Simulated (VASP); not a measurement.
# MoS2 (R3m) in VASP: a series of runs

MoS2 is run at these levels: PBEsol+U; tasks: density of states.

Program: VASP 6.6.1. These are calculated values, not measurements. Logs are shortened: lines on timing, memory, paths and dates and some standing lists are left out, and cuts for length are marked.

### Step 1. The cell of the first run

It takes space group R3m (No. 160, trigonal). Conventional cell: a = 3.160 Å, b = 3.160 Å, c = 18.450 Å, α = 90.00°, β = 90.00°, γ = 120.00°. Mo (site symmetry 3m) has 6 S at 2.39 Å and 6 Mo at 3.16 Å within 3.2 Å. S (site symmetry 3m) has 3 Mo at 2.39 Å and 7 S at 3.08 to 3.16 Å within 3.2 Å. S (site symmetry 3m) has 3 Mo at 2.39 Å and 7 S at 3.08 to 3.16 Å within 3.2 Å.

### Step 2. Density of states, PBEsol+U

File POSCAR:

```
MoS2
1.0
    1.5800000000      0.9122134253      6.1500000000
   -1.5800000000      0.9122134253      6.1500000000
    0.0000000000     -1.8244268506      6.1500000000
Mo S
1 2
Direct
    0.0000000000      0.0000000000      0.0000000000
    0.4170000000      0.4170000000      0.4170000000
    0.2500000000      0.2500000000      0.2500000000
```

File INCAR.step1:

```
ALGO = Normal ; EDIFF = 1E-6
ENCUT = 520 ; GGA = PS
ISIF = 2 ; ISMEAR = -1
LASPH = T ; LCHARG = T
LDAU = T ; LDAUJ = 0 0
LDAUL = 2 -1 ; LDAUPRINT = 1
LDAUTYPE = 2 ; LDAUU = 8 0
LMAXMIX = 4 ; LREAL = F
LWAVE = F ; NBANDS = 20
NELM = 150 ; PREC = Accurate
SIGMA = 0.05
```

File KPOINTS.step1:

```
k-points
0
Gamma
  10 10 10
```

File INCAR.step2:

```
ALGO = Normal ; EDIFF = 1E-6
ENCUT = 520 ; GGA = PS
ICHARG = 11 ; ISIF = 2
ISMEAR = -5 ; LASPH = T
LCHARG = F ; LDAU = T
LDAUJ = 0 0 ; LDAUL = 2 -1
LDAUPRINT = 1 ; LDAUTYPE = 2
LDAUU = 8 0 ; LMAXMIX = 4
LORBIT = 11 ; LREAL = F
LWAVE = F ; NBANDS = 20
NEDOS = 1001 ; NELM = 150
PREC = Accurate ; SIGMA = 0.05
```

File KPOINTS.step2:

```
k-points
0
Gamma
  15 15 15
```

Potentials or basis: VASP PAW PBE potentials, release 64 (Mo_sv, S).

Run with:

```console
$ cat potpaw_PBE.64/Mo_sv/POTCAR potpaw_PBE.64/S/POTCAR > POTCAR
$ cp INCAR.step1 INCAR
$ cp KPOINTS.step1 KPOINTS
$ mpirun -np 1 vasp_std > vasp.out
$ cp INCAR.step2 INCAR
$ cp KPOINTS.step2 KPOINTS
$ mpirun -np 1 vasp_std > vasp.out
```

OUTCAR:

```text
EDIFF = 1E-6
   ENCUT = 520
   GGA = PS
   ICHARG = 11
   ISIF = 2
   ISMEAR = -5
   LASPH = T
   LORBIT = 11
   LREAL = F
   NELM = 150
   PREC = Accurate

 ion  position               nearest neighbor table
   1  0.000  0.000  0.000-   3 2.39   3 2.39   3 2.39   2 2.39   2 2.39   2 2.39
   2  0.417  0.417  0.417-   1 2.39   1 2.39   1 2.39
   3  0.250  0.250  0.250-   1 2.39   1 2.39   1 2.39

  LATTYP: Found a trigonal (rhomboedric) cell.
 ALAT       =     6.4149071181
 COS(alpha) =     0.8786713335

  Lattice vectors:

 A1 = (   1.5800000000,   0.9122134253,   6.1500000000)
 A2 = (  -1.5800000000,   0.9122134253,   6.1500000000)
 A3 = (   0.0000000000,  -1.8244268506,   6.1500000000)

Analysis of symmetry for initial positions (statically):
=====================================================================
 Subroutine PRICEL returns:
 Original cell was already a primitive cell.

 Routine SETGRP: Setting up the symmetry group for a
 trigonal (rhombohedral) supercell.

 Subroutine GETGRP returns: Found  6 space group operations
 (whereof  6 operations were pure point group operations)
 out of a pool of 12 trial point group operations.

The static configuration has the point symmetry C_3v.

Analysis of symmetry for dynamics (positions and initial velocities):
=====================================================================
 Subroutine PRICEL returns:
 Original cell was already a primitive cell.

 Routine SETGRP: Setting up the symmetry group for a
 trigonal (rhombohedral) supercell.

 Subroutine GETGRP returns: Found  6 space group operations
 (whereof  6 operations were pure point group operations)
 out of a pool of 12 trial point group operations.

The dynamic configuration has the point symmetry C_3v.

 Subroutine INISYM returns: Found  6 space group operations
 (whereof  6 operations are pure point group operations),
 and found     1 'primitive' translations

----------------------------------------------------------------------------------------

                                     Primitive cell

  volume of cell :      53.1839

  direct lattice vectors                    reciprocal lattice vectors
     1.580000000  0.912213425  6.150000000     0.316455696  0.182705781  0.054200542
    -1.580000000  0.912213425  6.150000000    -0.316455696  0.182705781  0.054200542
     0.000000000 -1.824426851  6.150000000     0.000000000 -0.365411563  0.054200542

  length of vectors
     6.414907118  6.414907118  6.414907118     0.369409406  0.369409406  0.369409406

  position of ions in fractional coordinates (direct lattice)
     0.000000000  0.000000000  0.000000000
     0.417000000  0.417000000  0.417000000
     0.250000000  0.250000000  0.250000000

  ion indices of the primitive-cell ions
   primitive index   ion index
                 1           1
                 2           2
                 3           3

----------------------------------------------------------------------------------------

 KPOINTS: k-points

Automatic generation of k-mesh.
 Grid dimensions read from file:
 generate k-points for:   15   15   15

 Generating k-lattice:

  Cartesian coordinates                     Fractional coordinates (reciprocal lattice)
     0.021097046  0.012180385  0.003613369     0.066666667 -0.000000000  0.000000000
    -0.021097046  0.012180385  0.003613369    -0.000000000  0.066666667  0.000000000
     0.000000000 -0.024360771  0.003613369     0.000000000  0.000000000  0.066666667

  Length of vectors
     0.024627294  0.024627294  0.024627294

[... 49 lines left out ...]
   ISPIN  =      1    spin polarized calculation?
   LNONCOLLINEAR =      F non collinear calculations
   LSORBIT =      F    spin-orbit coupling
   LASPH  =      T    aspherical Exc in radial PAW
   ENCUT  =  520.0 eV  38.22 Ry    6.18 a.u.  11.93 11.93 11.93*2*pi/ulx,y,z
   NELM   =    150;   NELMIN=  2; NELMDL=  0     # of ELM steps
   EDIFF  = 0.1E-05   stopping-criterion for ELM
   LREAL  =      F    real-space projection
   EDIFFG = 0.1E-04   stopping-criterion for IOM
   NSW    =      0    number of steps for IOM
   IBRION =     -1    ionic relax: 0-MD 1-quasi-New 2-CG
   NFREE  =      0    steps in history (QN), initial steepest desc. (CG)
   ISIF   =      2    stress and relaxation
   ISYM   =      2    0-nonsym 1-usesym 2-fastsym
   POTIM  = 0.5000    time-step for ionic-motion
   TEBEG  =    0.0;   TEEND  =   0.0 temperature during run
   PSTRESS=    0.0 pullay stress
   NELECT =      26.0000    total number of electrons
   NUPDOWN=      -1.0000    fix difference up-down
   EMIN   =  10.00;   EMAX   =-10.00  energy-range for DOS
   EFERMI =   0.00;   METHOD = LEGACY
   ISMEAR =    -5;   SIGMA  =   0.05  broadening in eV -4-tet -1-fermi 0-gaus
   EFERMI_NEDOS =   21; number of points for ismear=-14 and -15
   IALGO  =     38    algorithm
   IMIX   =      4    mixing-type and parameters
     AMIX     =   0.40;   BMIX     =  1.00
     AMIX_MAG =   1.60;   BMIX_MAG =  1.00
  volume/ion in A,a.u.               =      17.73       119.63
  Fermi-wavevector in a.u.,A,eV,Ry     =   1.289652  2.437089 22.629252  1.663203
  Thomas-Fermi vector in A             =   2.421532
   LORBIT       =     11    0 simple, 1 ext, 2 COOP (PROOUT), +10 PAW based schemes
 LDA+U is selected, type is set to LDAUTYPE =  2
   angular momentum for each species LDAUL =     2   -1
   U (eV)           for each species LDAUU =   8.0  0.0
   J (eV)           for each species LDAUJ =   0.0  0.0
   GGA     = PS    functional components
   LHFCALC =     F    Hartree Fock is set to
   AEXX    =    0.0000 exact exchange contribution
   IVDW    =     0    specifies the selected vdW correction
   LEPSILON=     F    determine dielectric tensor
   LRPA    =     F    only Hartree local field effects (RPA)
 non-spin polarized calculation
 Fermi weights with tetrahedron method with Bloechl corrections
  energy-cutoff  :      520.00
  volume of cell :       53.18
 maximum number of plane-waves:      1448

atom =   1  type =  1  l = 2

 onsite density matrix

spin component  1

  0.3751 -0.0000 -0.0000  0.0010  0.0000
 -0.0000  0.3682 -0.0000  0.0000  0.0010
 -0.0000 -0.0000  0.4431 -0.0000 -0.0000
  0.0010  0.0000 -0.0000  0.3682 -0.0000
  0.0000  0.0010 -0.0000 -0.0000  0.3751

spin component  2

  0.3751 -0.0000 -0.0000  0.0010  0.0000
 -0.0000  0.3682 -0.0000  0.0000  0.0010
 -0.0000 -0.0000  0.4431 -0.0000 -0.0000
  0.0010  0.0000 -0.0000  0.3682 -0.0000
  0.0000  0.0010 -0.0000 -0.0000  0.3751

 occupancies and eigenvectors

  o =  0.3680  v = -0.0000 -0.9903  0.0000  0.0000  0.1388  0.0000  0.0000  0.0000  0.0000  0.0000      0.0000  0.0000  0.0000  0.0000  0.0000  0.0000  0.0000  0.0000  0.0000  0.0000
  o =  0.3680  v =  0.0000  0.0000  0.0000  0.0000  0.0000 -0.0000 -0.9903  0.0000  0.0000  0.1388      0.0000  0.0000  0.0000  0.0000  0.0000  0.0000  0.0000  0.0000  0.0000  0.0000
  o =  0.3680  v = -0.1388  0.0000  0.0000  0.9903 -0.0000  0.0000  0.0000  0.0000  0.0000  0.0000      0.0000  0.0000  0.0000  0.0000  0.0000  0.0000  0.0000  0.0000  0.0000  0.0000
  o =  0.3680  v =  0.0000  0.0000  0.0000  0.0000  0.0000 -0.1388  0.0000  0.0000  0.9903 -0.0000      0.0000  0.0000  0.0000  0.0000  0.0000  0.0000  0.0000  0.0000  0.0000  0.0000
  o =  0.3752  v =  0.0000  0.0000  0.0000  0.0000  0.0000  0.0000 -0.1388 -0.0000  0.0000 -0.9903      0.0000  0.0000  0.0000  0.0000  0.0000  0.0000  0.0000  0.0000  0.0000  0.0000
  o =  0.3752  v =  0.0000 -0.1388 -0.0000  0.0000 -0.9903  0.0000  0.0000  0.0000  0.0000  0.0000      0.0000  0.0000  0.0000  0.0000  0.0000  0.0000  0.0000  0.0000  0.0000  0.0000
  o =  0.3752  v =  0.0000  0.0000  0.0000  0.0000  0.0000 -0.9903 -0.0000 -0.0000 -0.1388 -0.0000      0.0000  0.0000  0.0000  0.0000  0.0000  0.0000  0.0000  0.0000  0.0000  0.0000
  o =  0.3752  v = -0.9903 -0.0000 -0.0000 -0.1388 -0.0000  0.0000  0.0000  0.0000  0.0000  0.0000      0.0000  0.0000  0.0000  0.0000  0.0000  0.0000  0.0000  0.0000  0.0000  0.0000
  o =  0.4431  v =  0.0000  0.0000  0.0000  0.0000  0.0000  0.0000  0.0000 -1.0000  0.0000  0.0000      0.0000  0.0000  0.0000  0.0000  0.0000  0.0000  0.0000  0.0000  0.0000  0.0000
  o =  0.4431  v =  0.0000  0.0000 -1.0000  0.0000  0.0000  0.0000  0.0000  0.0000  0.0000  0.0000      0.0000  0.0000  0.0000  0.0000  0.0000  0.0000  0.0000  0.0000  0.0000  0.0000

 number of electron      25.9999998 magnetization

 Free energy of the ion-electron system (eV)
  ---------------------------------------------------
  ext. energy  EPLUGINS =         0.00000000
  ---------------------------------------------------
  free energy    TOTEN  =       -13.88742758 eV

  energy without entropy =      -13.88742758  energy(sigma->0) =      -13.88742758

 E-fermi :   7.6516     XC(G=0): -11.0099

 val. band max:        7.6244430661   @ k =   0.4667   0.4667   0.4667
 cond. band min:       8.4420318533   @ k =  -0.2000   0.4667   0.1333
 fundamental gap:      0.8175887871
 Fermi energy:         7.6515943744

 k-point     1 :       0.0000    0.0000    0.0000
  band No.  band energies     occupation
      1     -54.5496      2.00000
      2     -28.6534      2.00000
      3     -28.5220      2.00000
      4     -28.5220      2.00000
      5      -7.4855      2.00000
      6      -5.6957      2.00000
[... 541 lines left out ...]
     19      16.2502      0.00000
     20      16.6887      0.00000

 [... further k-points ...]

------------------------ aborting loop because EDIFF is reached ----------------------------------------

  FORCE on cell =-STRESS in cart. coord.  units (eV):
  Direction    XX          YY          ZZ          XY          YZ          ZX
  --------------------------------------------------------------------------------------
  -------------------------------------------------------------------------------------
  Total        1.5963455      1.5963455      2.6758522      0.0000000     -0.0000000     -0.0000000
  in kB       48.0903076     48.0903076     80.6107177      0.0000000     -0.0000000     -0.0000000
  external PRESSURE =      58.9304443 kB  Pullay stress =       0.0000000 kB

 VOLUME and BASIS-vectors are now :
 -----------------------------------------------------------------------------
  energy-cutoff  :      520.00
  volume of cell :       53.18
      direct lattice vectors                 reciprocal lattice vectors
     1.580000000  0.912213425  6.150000000     0.316455696  0.182705781  0.054200542
    -1.580000000  0.912213425  6.150000000    -0.316455696  0.182705781  0.054200542
     0.000000000 -1.824426851  6.150000000     0.000000000 -0.365411563  0.054200542

 POSITION                                       TOTAL-FORCE (eV/Angst)
 -----------------------------------------------------------------------------------
      0.00000      0.00000      0.00000         0.000000     -0.000000      0.087840
      0.00000      0.00000      7.69365         0.000000     -0.000000      0.779718
      0.00000      0.00000      4.61250         0.000000      0.000000     -0.867558
 -----------------------------------------------------------------------------------
    total drift:                                0.000000     -0.000000      0.000047

  FREE ENERGIE OF THE ION-ELECTRON SYSTEM (eV)
  ---------------------------------------------------
  free  energy   TOTEN  =       -13.8874275789 eV

  energy  without entropy=      -13.8874275789  energy(sigma->0) =      -13.88742758

 total charge

# of ion       s       p       d       tot
------------------------------------------
    1        2.316   6.246   3.806  12.367
    2        1.357   2.353   0.000   3.710
    3        1.357   2.355   0.000   3.712
--------------------------------------------------
tot          5.030  10.953   3.806  19.789
```

Wall time 11 min (1 thread of AMD EPYC 9R45 (Zen 5), shared host); peak memory 0.53 GiB.

Results:

- Valence electrons inside the program's atomic spheres: Mo 12.37; S 3.71

Levels at points of the mesh, in eV from the valence-band top:
```
           k point  band 9  band 10  band 11  band 12  band 13  band 14  band 15  band 16  band 17  band 18
(0.00, 0.00, 0.00)   -3.25    -2.05    -2.05    -1.24    -1.18     2.24     2.24     2.62     2.62     5.26
```

Eigenvalues of the final occupation matrices:
```csv
site,spin,trace,eigenvalues
site 1 d,1,1.93,0.37 0.37 0.38 0.38 0.44
site 1 d,2,1.93,0.37 0.37 0.38 0.38 0.44
```

Caveat: the PAW data sets were made with another functional, which shifts forces and pressure a little.

[end of part 1 of 2]
